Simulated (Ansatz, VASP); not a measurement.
## One calculation of GaSb, two programs

```
Ga Sb
1.0
     0.00000    3.10716    3.10716
     3.10716    0.00000    3.10716
     3.10716    3.10716    0.00000
Ga Sb
1 1
Direct
  0.00000 0.00000 0.00000
  0.75000 0.75000 0.75000
```

Alike in both runs: task single point; functional PBE; k mesh 14 × 14 × 14; occupations gaussian, width 0.15 eV; no spin polarisation.

|  | VASP | Ansatz |
| --- | --- | --- |
| version | VASP 6.6.1 | Ansatz 0.2.0 |
| potentials or method | VASP PAW PBE potentials, release 64 (Ga_d, Sb), cutoff 520 eV | scalar-relativistic, plane waves, PAW |
| valence electrons in the cell | 18 | 28 |

```tsv
	VASP	Ansatz	Ansatz less VASP
gap on the k mesh at the Fermi level (eV)	none	none	-
pressure (GPa)	0.1	0.0	-0.06
```

A gap of «none» marks a metal or a gap that the smearing closes. The functional is the same, so the differences come from potentials, cutoffs and numerics. VASP's potentials hold 18 valence electrons a cell and Ansatz's 28, so a difference there can come from the potentials and not from the codes.

Spin-orbit coupling is off throughout.
